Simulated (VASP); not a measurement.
# Ca (Fm-3m) in VASP: a series of runs, part 2 of 2

VASP 6.6.1.

## Step 4: Relaxation of cell and atoms, PBEsol, target pressure 15 GPa, at which the enthalpy is minimised

File INCAR:

```
PREC = Accurate
ENCUT = 600
EDIFF = 1E-7
ISMEAR = -1
SIGMA = 0.08
LREAL = False
LASPH = True
NELM = 60
ALGO = Normal
ISIF = 3
LWAVE = False
LCHARG = False
GGA = PS
IBRION = 2
NSW = 100
EDIFFG = -0.002
PSTRESS = 150.0
```

File KPOINTS:

```
regular mesh
0
Gamma
  18 18 18
```

File POSCAR:

```
Ca
1.0
    0.0000000000      2.7277947334      2.7277947334
    2.7277947334      0.0000000000      2.7277947334
    2.7277947334      2.7277947334      0.0000000000
Ca
1
Direct
    0.0000000000      0.0000000000      0.0000000000
```

Potentials or basis: VASP PAW PBE potentials, release 64 (Ca_sv).

Command:

```sh
$ cat potpaw_PBE.64/Ca_sv/POTCAR > POTCAR
$ mpirun -np 1 vasp_std > vasp.out
```

OUTCAR:

```text
PREC = Accurate
   ENCUT = 600
   EDIFF = 1E-7
   ISMEAR = -1
   LREAL = False
   LASPH = True
   NELM = 60
   ISIF = 3
   GGA = PS
   IBRION = 2
   NSW = 100
   EDIFFG = -0.002
   PSTRESS = 150.0

 ion  position               nearest neighbor table
   1  0.000  0.000  0.000-

  LATTYP: Found a face centered cubic cell.
 ALAT       =     5.4555894668

  Lattice vectors:

 A1 = (   0.0000000000,   2.7277947334,   2.7277947334)
 A2 = (   2.7277947334,   0.0000000000,   2.7277947334)
 A3 = (   2.7277947334,   2.7277947334,   0.0000000000)

Analysis of symmetry for initial positions (statically):
=====================================================================
 Subroutine PRICEL returns:
 Original cell was already a primitive cell.

 Routine SETGRP: Setting up the symmetry group for a
 face centered cubic supercell.

 Subroutine GETGRP returns: Found 48 space group operations
 (whereof 48 operations were pure point group operations)
 out of a pool of 48 trial point group operations.

The static configuration has the point symmetry O_h .

Analysis of symmetry for dynamics (positions and initial velocities):
=====================================================================
 Subroutine PRICEL returns:
 Original cell was already a primitive cell.

 Routine SETGRP: Setting up the symmetry group for a
[... 132 lines left out ...]
   IVDW    =     0    specifies the selected vdW correction
   LEPSILON=     F    determine dielectric tensor
   LRPA    =     F    only Hartree local field effects (RPA)
 conjugate gradient relaxation of ions
 non-spin polarized calculation
  energy-cutoff  :      600.00
  volume of cell :       40.59
 maximum number of plane-waves:      1377
   NGX = 15   NGY = 15   NGZ = 15

--------------------------------------- Ionic step        1  -------------------------------------------

 number of electron      10.0000000 magnetization

 Free energy of the ion-electron system (eV)
  ---------------------------------------------------
  ext. energy  EPLUGINS =         0.00000000
  ---------------------------------------------------
  free energy    TOTEN  =        -2.14765883 eV

  energy without entropy =       -2.12111353  energy(sigma->0) =       -2.13438618

 E-fermi :   2.0434     XC(G=0):  -7.9341

 val. band max:        2.0427621008   @ k =  -0.3333   0.4444   0.2222
 cond. band min:       2.0440457333   @ k =  -0.4444   0.0556   0.0000
 fundamental gap:      0.0012836325
 Fermi energy:         2.0433659069
[... 691 lines left out ...]
  energy  without entropy=       -1.6248835453  energy(sigma->0) =       -1.63309420

  enthalpy is  TOTEN    =         0.8218137888 eV   P V=        2.4631186367

[... ionic steps 4 to 15 ...]

--------------------------------------- Ionic step       16  -------------------------------------------

 number of electron      10.0000001 magnetization

------------------------ aborting loop because EDIFF is reached ----------------------------------------
[... 69 lines left out ...]
--------------------------------------- Ionic step       18  -------------------------------------------

 number of electron      10.0000001 magnetization

 Free energy of the ion-electron system (eV)
  ---------------------------------------------------
  ext. energy  EPLUGINS =         0.00000000
  ---------------------------------------------------
  free energy    TOTEN  =        -1.65136002 eV

  energy without entropy =       -1.63496595  energy(sigma->0) =       -1.64316298

 E-fermi :   4.1319     XC(G=0):  -9.4626

 val. band max:        4.1044672254   @ k =  -0.3333   0.3333   0.1667
 cond. band min:       4.1661463090   @ k =   0.5000   0.5000   0.0000
 fundamental gap:      0.0616790836
 Fermi energy:         4.1319219757
[... 320 lines left out ...]
  energy  without entropy=       -1.6349659479  energy(sigma->0) =       -1.64316298

  enthalpy is  TOTEN    =         0.8217380259 eV   P V=        2.4730980470

 reached required accuracy - stopping structural energy minimisation
```

It took 11 min on 1 thread of Intel Xeon Platinum 8259CL at 2.50GHz (Skylake/Cascade Lake), shared host; peak memory 0.26 GiB.

What came out:

| Quantity | Value |
| --- | --- |
| Free energy | -1.6514 eV |
| Relaxed volume | 26.42 Å³/atom |
| Relaxed cell | a = 3.343 Å, b = 3.343 Å, c = 3.343 Å, α = 60.00°, β = 60.00°, γ = 60.00° |
| Space group after relaxing (to 0.1 Å) | Fm-3m (No. 225) |
| Energy change on relaxing (the run minimises the enthalpy) | +496.3 meV/atom |
| Ionic steps | 18 |
| Pressure after relaxing | 15.0 GPa |

The path:
```csv
step,energy change (eV),largest force (eV/Å),pressure (GPa),volume (Å³)
1,0.0000,0.0000,0.03,40.59
2,1.0412,0.0000,26.82,22.14
3,0.5064,0.0000,15.23,26.31
4,0.4834,0.0000,14.70,26.56
5,0.4836,0.0000,14.71,26.55
6,0.4842,0.0000,14.72,26.55
7,0.4842,0.0000,14.72,26.55
8,0.4842,0.0000,14.72,26.55
9,0.4843,0.0000,14.72,26.55
10,0.4843,0.0000,14.72,26.54
11,0.4844,0.0000,14.73,26.54
12,0.4847,0.0000,14.73,26.54
13,0.4851,0.0000,14.74,26.54
14,0.4860,0.0000,14.76,26.53
15,0.4879,0.0000,14.81,26.51
16,0.4916,0.0000,14.89,26.47
17,0.4990,0.0000,15.06,26.39
18,0.4963,0.0000,15.00,26.42
```

Final structure:
```yaml
crystal:
  lattice:
    - [0.00000, 2.36380, 2.36380]
    - [2.36380, 0.00000, 2.36380]
    - [2.36380, 2.36380, 0.00000]
  atoms:
    - { symbol: Ca, position: [0.00000, 0.00000, 0.00000] }
```

Levels at points of the mesh, in eV from the Fermi level:
| k point | band 3 | band 4 | band 5 | band 6 | band 7 | band 8 |
| --- | --- | --- | --- | --- | --- | --- |
| (0.00, 0.00, 0.00) | -21.71 | -21.71 | -4.76 | 2.84 | 2.84 | 2.84 |
| (0.50, 0.00, 0.00) | -21.79 | -21.79 | -1.31 | 0.64 | 2.63 | 2.63 |
| (0.50, 0.50, 0.00) | -21.94 | -21.94 | -1.18 | 0.03 | 2.38 | 5.87 |

Caveat: the cell is relaxed towards a set pressure, so the run minimises the enthalpy, not the energy; the volume moved by over 15 % at a fixed basis, so the end points are rough; the PAW data sets were made with another functional, which shifts forces and pressure a little.

## Step 5: Relaxation of cell and atoms, PBEsol

This run uses another cell than the first one, of 43.63 Å³/atom.

File INCAR:

```
SYSTEM = Ca
PREC = Accurate
ENCUT = 600
EDIFF = 1E-6
ISMEAR = -1
SIGMA = 0.08
LREAL = .FALSE.
LASPH = .TRUE.
NELM = 100
ALGO = Normal
ISIF = 3
LWAVE = .FALSE.
LCHARG = .FALSE.
GGA = PS
IBRION = 2
NSW = 100
EDIFFG = -0.002
```

File KPOINTS:

```
Automatic mesh
0
G
  18 18 18
  0 0 0
```

File POSCAR:

```
Ca
1.0
    0.0000000000      2.7942000000      2.7942000000
    2.7942000000      0.0000000000      2.7942000000
    2.7942000000      2.7942000000      0.0000000000
Ca
1
Direct
    0.0000000000      0.0000000000      0.0000000000
```

Command:

```sh
$ cat potpaw_PBE.64/Ca_sv/POTCAR > POTCAR
$ mpirun -np 1 vasp_std > vasp.out
```

It took 3.7 min on 1 thread of Intel Xeon Platinum 8259CL at 2.50GHz (Skylake/Cascade Lake), shared host; peak memory 0.27 GiB.

It converged, with:

| Property | Result |
| --- | --- |
| Free energy | -2.1478 eV |
| Relaxed volume | 40.69 Å³/atom |
| Relaxed cell | a = 3.861 Å, b = 3.861 Å, c = 3.861 Å, α = 60.00°, β = 60.00°, γ = 60.00° |
| Space group after relaxing (to 0.1 Å) | Fm-3m (No. 225) |
| Energy gained by relaxing | 11.0 meV/atom |
| Ionic steps | 4 |
| Pressure after relaxing | 0.0 GPa |
| Band gap on the k mesh | zero (bands 5 and 6 overlap by 0.28 eV) |

Step by step:
| step | energy change (eV) | largest force (eV/Å) | pressure (GPa) | volume (Å³) |
| --- | --- | --- | --- | --- |
| 1 | 0.0000 | 0.0000 | -1.15 | 43.63 |
| 2 | -0.0096 | 0.0000 | -0.43 | 41.69 |
| 3 | -0.0110 | 0.0000 | 0.02 | 40.63 |
| 4 | -0.0110 | 0.0000 | -0.01 | 40.69 |

Final structure:
```
Ca
1.0
     0.00000    2.72992    2.72992
     2.72992    0.00000    2.72992
     2.72992    2.72992    0.00000
Ca
1
Cartesian
  0.0000 0.0000 0.0000
```

Levels at points of the mesh, in eV from the Fermi level:
| k point | band 2 | band 3 | band 4 | band 5 | band 6 | band 7 | band 8 | band 9 |
| --- | --- | --- | --- | --- | --- | --- | --- | --- |
| (0.00, 0.00, 0.00) | -22.74 | -22.74 | -22.74 | -4.10 | 2.38 | 2.38 | 2.38 | 3.50 |
| (0.50, 0.00, 0.00) | -22.90 | -22.76 | -22.76 | -1.02 | -0.13 | 2.26 | 2.26 | 4.23 |
| (0.50, 0.50, 0.00) | -22.89 | -22.80 | -22.80 | -0.50 | 0.55 | 1.03 | 4.22 | 4.42 |

Caveat: the PAW data sets were made with another functional, which shifts forces and pressure a little.

## Step 6: The runs side by side

```tsv
cell	pressure (GPa)
relaxed to 7 GPa from a = 3.858 Å, angles 60.0°, 1 atom	7.0
relaxed to 10 GPa from a = 3.858 Å, angles 60.0°, 1 atom	10.0
relaxed to 15 GPa from a = 3.858 Å, angles 60.0°, 1 atom	15.0
relaxed from a = 3.952 Å, angles 60.0°, 1 atom	0.0
```

Alike in all rows: task relaxation of cell and atoms; level PBEsol; potentials or basis VASP PAW PBE potentials, release 64 (Ca_sv); no spin polarisation; k mesh 18 × 18 × 18; cutoff (eV) 600; smearing fermi-dirac 0.08 eV.

Caveats: the PAW data sets were made with another functional, which shifts forces and pressure a little; the cell is relaxed towards a set pressure, so the run minimises the enthalpy, not the energy (at least some runs); the volume moved by over 15 % at a fixed basis, so the end points are rough (at least some runs).

Absolute energies hang on the potentials; compare differences alone.
